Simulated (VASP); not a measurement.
# BAs (F-43m) in VASP: further runs

BAs is run at these levels: PBEsol, PBE-based global hybrid, PBE-based screened hybrid; tasks: single point.

All numbers are computed with VASP 6.6.1; they aren't measurements. Logs are shortened: lines on timing, memory, paths and dates and some standing lists are left out, and cuts for length are marked.

## (1) The cell of the first run

It takes space group F-43m (No. 216, cubic). Conventional cell: a = 4.784 Å, b = 4.784 Å, c = 4.784 Å, α = 90.00°, β = 90.00°, γ = 90.00°. Within 2.7 Å of B (site symmetry -43m) lie 4 As at 2.07 Å. Within 2.7 Å of As (site symmetry -43m) lie 4 B at 2.07 Å.

## (2) Single point, PBEsol

Contents of INCAR:

```
ALGO = Normal
EDIFF = 1E-6
ENCUT = 520
GGA = PS
ISIF = 2
ISMEAR = 1
LASPH = T
LCHARG = F
LREAL = F
LWAVE = F
NBANDS = 11
NELM = 80
PREC = Accurate
SIGMA = 0.5
```

Contents of KPOINTS:

```
k-points
0
Gamma
  6 6 6
```

Contents of POSCAR:

```
BAs
1.0
    0.0000000000      2.3918676038      2.3918676038
    2.3918676038      0.0000000000      2.3918676038
    2.3918676038      2.3918676038      0.0000000000
B As
1 1
Direct
    0.0000000000      0.0000000000      0.0000000000
    0.2500000000      0.2500000000      0.2500000000
```

Potentials or basis: VASP PAW PBE potentials, release 64 (B, As).

On the command line:

```bash
cat potpaw_PBE.64/B/POTCAR potpaw_PBE.64/As/POTCAR > POTCAR
mpirun -np 1 vasp_std > vasp.out
```

OUTCAR:

```text
EDIFF = 1E-6
   ENCUT = 520
   GGA = PS
   ISIF = 2
   ISMEAR = 1
   LASPH = T
   LREAL = F
   NELM = 80
   PREC = Accurate

 ion  position               nearest neighbor table
   1  0.000  0.000  0.000-   2 2.07   2 2.07   2 2.07   2 2.07
   2  0.250  0.250  0.250-   1 2.07   1 2.07   1 2.07   1 2.07

  LATTYP: Found a face centered cubic cell.
 ALAT       =     4.7837352076

  Lattice vectors:

 A1 = (   0.0000000000,   2.3918676038,   2.3918676038)
 A2 = (   2.3918676038,   0.0000000000,   2.3918676038)
 A3 = (   2.3918676038,   2.3918676038,   0.0000000000)

Analysis of symmetry for initial positions (statically):
=====================================================================
 Subroutine PRICEL returns:
 Original cell was already a primitive cell.

 Routine SETGRP: Setting up the symmetry group for a
 face centered cubic supercell.

 Subroutine GETGRP returns: Found 24 space group operations
 (whereof 24 operations were pure point group operations)
 out of a pool of 48 trial point group operations.

The static configuration has the point symmetry T_d .

Analysis of symmetry for dynamics (positions and initial velocities):
=====================================================================
 Subroutine PRICEL returns:
 Original cell was already a primitive cell.

 Routine SETGRP: Setting up the symmetry group for a
 face centered cubic supercell.

 Subroutine GETGRP returns: Found 24 space group operations
 (whereof 24 operations were pure point group operations)
 out of a pool of 48 trial point group operations.

The dynamic configuration has the point symmetry T_d .

 Subroutine INISYM returns: Found 24 space group operations
 (whereof 24 operations are pure point group operations),
 and found     1 'primitive' translations

----------------------------------------------------------------------------------------

                                     Primitive cell

  volume of cell :      27.3679

  direct lattice vectors                    reciprocal lattice vectors
     0.000000000  2.391867604  2.391867604    -0.209041671  0.209041671  0.209041671
     2.391867604  0.000000000  2.391867604     0.209041671 -0.209041671  0.209041671
     2.391867604  2.391867604  0.000000000     0.209041671  0.209041671 -0.209041671

  length of vectors
     3.382611605  3.382611605  3.382611605     0.362070795  0.362070795  0.362070795

  position of ions in fractional coordinates (direct lattice)
     0.000000000  0.000000000  0.000000000
     0.250000000  0.250000000  0.250000000

  ion indices of the primitive-cell ions
   primitive index   ion index
                 1           1
                 2           2

----------------------------------------------------------------------------------------

 KPOINTS: k-points

Automatic generation of k-mesh.
 Grid dimensions read from file:
 generate k-points for:    6    6    6

 Generating k-lattice:

  Cartesian coordinates                     Fractional coordinates (reciprocal lattice)
    -0.034840278  0.034840278  0.034840278     0.166666667  0.000000000  0.000000000
     0.034840278 -0.034840278  0.034840278     0.000000000  0.166666667  0.000000000
     0.034840278  0.034840278 -0.034840278     0.000000000  0.000000000  0.166666667

  Length of vectors
     0.060345132  0.060345132  0.060345132

  Shift w.r.t. Gamma in fractional coordinates (k-lattice)
     0.000000000  0.000000000  0.000000000

 Subroutine IBZKPT returns following result:
 ===========================================

 Found     16 irreducible k-points:

 Following reciprocal coordinates:
            Coordinates               Weight
  0.000000  0.000000  0.000000      1.000000
  0.166667  0.000000  0.000000      8.000000
  0.333333  0.000000  0.000000      8.000000
  0.500000  0.000000  0.000000      4.000000
  0.166667  0.166667  0.000000      6.000000
  0.333333  0.166667  0.000000     24.000000
[... 8 lines left out ...]
 -0.333333  0.333333  0.166667     24.000000
 -0.333333  0.500000  0.166667     12.000000
   k-points           NKPTS =     16   k-points in BZ     NKDIM =     16   number of bands    NBANDS=     11
   number of dos      NEDOS =    301   number of ions     NIONS =      2
   total plane-waves  NPLWV =  21952
   dimension x,y,z NGX =    28 NGY =   28 NGZ =   28
   dimension x,y,z NGXF=    56 NGYF=   56 NGZF=   56
   ions per type =               1   1
   NGX,Y,Z   is equivalent  to a cutoff of  13.76, 13.76, 13.76 a.u.
   NGXF,Y,Z  is equivalent  to a cutoff of  27.52, 27.52, 27.52 a.u.
 SYSTEM =  unknown system
   PREC   = accura    normal or accurate (medium, high low for compatibility)
   ISTART =      0    job   : 0-new  1-cont  2-samecut
   ICHARG =      2    charge: 1-file 2-atom 10-const
   ISPIN  =      1    spin polarized calculation?
   LNONCOLLINEAR =      F non collinear calculations
   LSORBIT =      F    spin-orbit coupling
   LASPH  =      T    aspherical Exc in radial PAW
   ENCUT  =  520.0 eV  38.22 Ry    6.18 a.u.   6.29  6.29  6.29*2*pi/ulx,y,z
   NELM   =     80;   NELMIN=  2; NELMDL= -5     # of ELM steps
   EDIFF  = 0.1E-05   stopping-criterion for ELM
   LREAL  =      F    real-space projection
   EDIFFG = 0.1E-04   stopping-criterion for IOM
   NSW    =      0    number of steps for IOM
   IBRION =     -1    ionic relax: 0-MD 1-quasi-New 2-CG
   NFREE  =      0    steps in history (QN), initial steepest desc. (CG)
   ISIF   =      2    stress and relaxation
   ISYM   =      2    0-nonsym 1-usesym 2-fastsym
   POTIM  = 0.5000    time-step for ionic-motion
   TEBEG  =    0.0;   TEEND  =   0.0 temperature during run
   PSTRESS=    0.0 pullay stress
   NELECT =       8.0000    total number of electrons
   NUPDOWN=      -1.0000    fix difference up-down
   EMIN   =  10.00;   EMAX   =-10.00  energy-range for DOS
   EFERMI =   0.00;   METHOD = LEGACY
   ISMEAR =     1;   SIGMA  =   0.50  broadening in eV -4-tet -1-fermi 0-gaus
   EFERMI_NEDOS =   21; number of points for ismear=-14 and -15
   IALGO  =     38    algorithm
   IMIX   =      4    mixing-type and parameters
     AMIX     =   0.40;   BMIX     =  1.00
     AMIX_MAG =   1.60;   BMIX_MAG =  1.00
  volume/ion in A,a.u.               =      13.68        92.34
  Fermi-wavevector in a.u.,A,eV,Ry     =   1.086487  2.053162 16.061039  1.180453
  Thomas-Fermi vector in A             =   2.222624
   LORBIT       =      0    0 simple, 1 ext, 2 COOP (PROOUT), +10 PAW based schemes
   GGA     = PS    functional components
   LHFCALC =     F    Hartree Fock is set to
   AEXX    =    0.0000 exact exchange contribution
   IVDW    =     0    specifies the selected vdW correction
   LEPSILON=     F    determine dielectric tensor
   LRPA    =     F    only Hartree local field effects (RPA)
 non-spin polarized calculation
 Methfessel and Paxton  Order N= 1 SIGMA  =   0.50
  energy-cutoff  :      520.00
  volume of cell :       27.37
 maximum number of plane-waves:       754
 NGX is ok and might be reduce to    28
   NGX = 13   NGY = 13   NGZ = 13

 number of electron       8.0000000 magnetization

 Free energy of the ion-electron system (eV)
  ---------------------------------------------------
  ext. energy  EPLUGINS =         0.00000000
  ---------------------------------------------------
  free energy    TOTEN  =       -12.18200551 eV

  energy without entropy =      -12.18701820  energy(sigma->0) =      -12.18367641

 E-fermi :   6.8830     XC(G=0): -10.7102

 val. band max:        6.0044773369   @ k =   0.0000   0.0000   0.0000
 cond. band min:       7.1875054740   @ k =   0.3333   0.3333   0.0000
 fundamental gap:      1.1830281371
 Fermi energy:         6.8830118278

 k-point     1 :       0.0000    0.0000    0.0000
  band No.  band energies     occupation
      1      -9.3963      2.00000
      2       6.0045      2.03227
      3       6.0045      2.03227
      4       6.0045      2.03227
      5       9.2360     -0.00000
      6       9.2360     -0.00000
      7       9.2360     -0.00000
      8      10.6328     -0.00000
      9      15.3271     -0.00000
     10      18.9133      0.00000
     11      18.9133      0.00000

 k-point     2 :       0.1667    0.0000    0.0000
  band No.  band energies     occupation
      1      -8.9441      2.00000
      2       3.0338      2.00000
      3       5.3198      2.00009
      4       5.3198      2.00009
      5       9.2448     -0.00000
      6      10.1243     -0.00000
      7      10.1243     -0.00000
      8      12.5931     -0.00000
      9      16.7674     -0.00000
     10      17.2008      0.00000
     11      17.2008      0.00000

 k-point     3 :       0.3333    0.0000    0.0000
  band No.  band energies     occupation
      1      -7.6795      2.00000
      2      -0.7519      2.00000
      3       4.4861      2.00000
      4       4.4861      2.00000
      5       8.8030     -0.00000
      6      10.7778     -0.00000
      7      10.7778     -0.00000
      8      14.5646     -0.00000
      9      17.2823      0.00000
     10      17.9351      0.00000
     11      17.9351      0.00000

 k-point     4 :       0.5000    0.0000    0.0000
  band No.  band energies     occupation
      1      -6.5266      2.00000
      2      -2.7999      2.00000
      3       4.1815      2.00000
      4       4.1815      2.00000
      5       8.6322     -0.00001
      6      10.7222     -0.00000
      7      10.7222     -0.00000
      8      14.6988     -0.00000
      9      18.5268      0.00000
     10      20.4676      0.00000
     11      20.4676      0.00000

 k-point     5 :       0.1667    0.1667    0.0000
  band No.  band energies     occupation
      1      -8.7917      2.00000
      2       3.7183      2.00000
      3       4.2837      2.00000
      4       4.2837      2.00000
      5       8.1786     -0.00153
      6      11.5713     -0.00000
      7      11.5985     -0.00000
      8      11.5985     -0.00000
      9      15.5781     -0.00000
     10      17.5449      0.00000
     11      19.5759      0.00000
[... 99 lines left out ...]
 k-point    13 :       0.5000    0.5000    0.0000
  band No.  band energies     occupation
      1      -5.2235      2.00000
      2      -2.5062      2.00000
      3       1.9144      2.00000
      4       1.9144      2.00000
      5       7.3170     -0.01088
      6       7.3440     -0.03004
      7      17.3078      0.00000
      8      17.3078      0.00000
      9      18.7440      0.00000
     10      23.1045      0.00000
     11      23.6997      0.00000

 k-point    14 :       0.5000    0.3333    0.1667
  band No.  band energies     occupation
      1      -6.6012      2.00000
      2      -0.7452      2.00000
      3       1.1043      2.00000
      4       2.7715      2.00000
      5       9.7131     -0.00000
      6      11.0973     -0.00000
      7      11.7932     -0.00000
      8      14.9890     -0.00000
      9      17.3467      0.00000
     10      19.6091      0.00000
     11      21.9348      0.00000

 k-point    15 :      -0.3333    0.3333    0.1667
  band No.  band energies     occupation
      1      -5.5767      2.00000
      2      -2.0358      2.00000
      3       0.5635      2.00000
      4       2.1180      2.00000
      5      10.2561     -0.00000
      6      11.1589     -0.00000
      7      13.3915     -0.00000
      8      14.8057     -0.00000
      9      16.1532     -0.00000
     10      20.3604      0.00000
     11      22.1343      0.00000

 k-point    16 :      -0.3333    0.5000    0.1667
  band No.  band energies     occupation
      1      -5.1030      2.00000
      2      -2.1752      2.00000
      3       0.8214      2.00000
      4       1.0154      2.00000
      5       9.6983     -0.00000
      6       9.8901     -0.00000
      7      14.5875     -0.00000
      8      14.7948     -0.00000
      9      18.2246      0.00000
     10      21.5346      0.00000
     11      21.7270      0.00000

------------------------ aborting loop because EDIFF is reached ----------------------------------------

  FORCE on cell =-STRESS in cart. coord.  units (eV):
  Direction    XX          YY          ZZ          XY          YZ          ZX
  --------------------------------------------------------------------------------------
  -------------------------------------------------------------------------------------
  Total       -0.0851687     -0.0851687     -0.0851687     -0.0000000      0.0000000     -0.0000000
  in kB       -4.9859652     -4.9859652     -4.9859652     -0.0000000      0.0000000     -0.0000000
  external PRESSURE =      -4.9859652 kB  Pullay stress =       0.0000000 kB

 VOLUME and BASIS-vectors are now :
 -----------------------------------------------------------------------------
  energy-cutoff  :      520.00
  volume of cell :       27.37
      direct lattice vectors                 reciprocal lattice vectors
     0.000000000  2.391867604  2.391867604    -0.209041671  0.209041671  0.209041671
     2.391867604  0.000000000  2.391867604     0.209041671 -0.209041671  0.209041671
     2.391867604  2.391867604  0.000000000     0.209041671  0.209041671 -0.209041671

 POSITION                                       TOTAL-FORCE (eV/Angst)
 -----------------------------------------------------------------------------------
      0.00000      0.00000      0.00000        -0.000000      0.000000     -0.000000
      1.19593      1.19593      1.19593         0.000000     -0.000000      0.000000
 -----------------------------------------------------------------------------------
    total drift:                               -0.000000     -0.000000     -0.000000

  FREE ENERGIE OF THE ION-ELECTRON SYSTEM (eV)
  ---------------------------------------------------
  free  energy   TOTEN  =       -12.1820055122 eV

  energy  without entropy=      -12.1870181965  energy(sigma->0) =      -12.18367641
```

Wall time 15 s (1 thread of Intel Xeon Platinum 8259CL at 2.50GHz (Skylake/Cascade Lake), shared host); peak memory 0.15 GiB.

What came out:

```
Free energy            : -12.1820 eV
Pressure               : -0.5 GPa
Band gap on the k mesh : 1.18 eV, indirect (least direct gap 3.23 eV)
```

Caveat: the PAW data sets were made with another functional, which shifts forces and pressure a little.

## (3) Single point, PBEsol

Contents of INCAR:

```
PREC = Accurate
ENCUT = 520
EDIFF = 1E-6
ISMEAR = 0
SIGMA = 0.01
LREAL = False
LASPH = True
NELM = 80
ALGO = Normal
ISIF = 2
LWAVE = False
LCHARG = True
GGA = PS
LELF = True
LVHAR = True
NBANDS = 11
```

Contents of KPOINTS:

```
regular mesh
0
Gamma
  6 6 6
```

POSCAR is that of step 2.

Potentials or basis: VASP PAW PBE potentials, release 64 (B, As).

On the command line:

```bash
cat potpaw_PBE.64/B/POTCAR potpaw_PBE.64/As/POTCAR > POTCAR
mpirun -np 1 vasp_std > vasp.out
```

Run time: 12 s. Hardware: 1 thread of Intel Xeon Platinum 8259CL at 2.50GHz (Skylake/Cascade Lake), shared host; peak memory 0.15 GiB.

The run converged. Its results:

- Free energy: -12.1841 eV
- Pressure: -0.5 GPa
- Band gap on the k mesh: 1.18 eV, indirect (least direct gap 3.23 eV)

Levels at points of the mesh, in eV from the valence-band top:
| k point | band 1 | band 2 | band 3 | band 4 | band 5 | band 6 | band 7 | band 8 |
| --- | --- | --- | --- | --- | --- | --- | --- | --- |
| (0.00, 0.00, 0.00) | -15.40 | 0.00 | 0.00 | 0.00 | 3.23 | 3.23 | 3.23 | 4.63 |
| (0.50, 0.00, 0.00) | -12.53 | -8.80 | -1.82 | -1.82 | 2.63 | 4.72 | 4.72 | 8.69 |
| (0.50, 0.50, 0.00) | -11.23 | -8.51 | -4.09 | -4.09 | 1.31 | 1.34 | 11.30 | 11.30 |

Caveat: the PAW data sets were made with another functional, which shifts forces and pressure a little. A hybrid or GW would open this gap; PBEsol tends to underestimate it.

## (4) Single point, PBE-based global hybrid

POSCAR is that of step 3.

Contents of INCAR.step1:

```
SYSTEM = BAs
ALGO     = Normal         ! electronic algorithm
EDIFF    = 1E-5           ! SCF threshold, eV
ENCUT    = 520            ! plane-wave cutoff, eV
GGA      = PE             ! functional
ISIF     = 2              ! what is computed and relaxed
ISMEAR   = 0              ! smearing method
LASPH    = .TRUE.         ! aspherical terms in the spheres
LREAL    = .FALSE.        ! projectors in reciprocal space
LWAVE    = .TRUE.         ! write WAVECAR
NBANDS   = 11             ! bands
NELM     = 80             ! most SCF steps
PREC     = Accurate       ! precision mode
SIGMA    = 0.01           ! smearing width, eV
```

Contents of INCAR.step2:

```
SYSTEM = BAs
AEXX     = 0.1            ! exact-exchange fraction
ALGO     = Normal         ! electronic algorithm
EDIFF    = 1E-6           ! SCF threshold, eV
ENCUT    = 520            ! plane-wave cutoff, eV
GGA      = PE             ! functional
ISIF     = 2              ! what is computed and relaxed
ISMEAR   = 0              ! smearing method
ISTART   = 1            
LASPH    = .TRUE.         ! aspherical terms in the spheres
LCHARG   = .TRUE.         ! write CHGCAR
LELF     = .TRUE.         ! ELF
LHFCALC  = .TRUE.         ! exact exchange
LREAL    = .FALSE.        ! projectors in reciprocal space
LVHAR    = .TRUE.       
LWAVE    = .FALSE.        ! write WAVECAR
NBANDS   = 11             ! bands
NELM     = 80             ! most SCF steps
PREC     = Accurate       ! precision mode
PRECFOCK = Normal       
SIGMA    = 0.01           ! smearing width, eV
```

Contents of KPOINTS:

```
k-points
0
G
  4 4 4
  0 0 0
```

On the command line:

```bash
cat potpaw_PBE.64/B/POTCAR potpaw_PBE.64/As/POTCAR > POTCAR
cp INCAR.step1 INCAR
mpirun -np 1 vasp_std > vasp.out
cp INCAR.step2 INCAR
mpirun -np 1 vasp_std > vasp.out
```

Wall time 1.8 min (1 thread of Intel Xeon Platinum 8259CL at 2.50GHz (Skylake/Cascade Lake), shared host); peak memory 0.16 GiB.

It converged, with:

```
Free energy            : -12.3492 eV
Pressure               : 1.7 GPa
Band gap on the k mesh : 2.00 eV, indirect (least direct gap 3.91 eV)
```

Levels at points of the mesh, in eV from the valence-band top:
| k point | band 1 | band 2 | band 3 | band 4 | band 5 | band 6 | band 7 | band 8 |
| --- | --- | --- | --- | --- | --- | --- | --- | --- |
| (0.00, 0.00, 0.00) | -16.00 | 0.00 | 0.00 | 0.00 | 3.91 | 3.91 | 3.91 | 5.43 |
| (0.50, 0.00, 0.00) | -13.02 | -9.14 | -1.89 | -1.89 | 3.33 | 5.44 | 5.44 | 9.63 |
| (0.50, 0.50, 0.00) | -11.63 | -8.90 | -4.23 | -4.23 | 2.00 | 2.03 | 12.28 | 12.28 |

Caveat: the k points lie up to 0.57 Å⁻¹ apart; the PAW data sets were made with another functional, which shifts forces and pressure a little. A k mesh can miss the band edges.

[end of part 1 of 2]
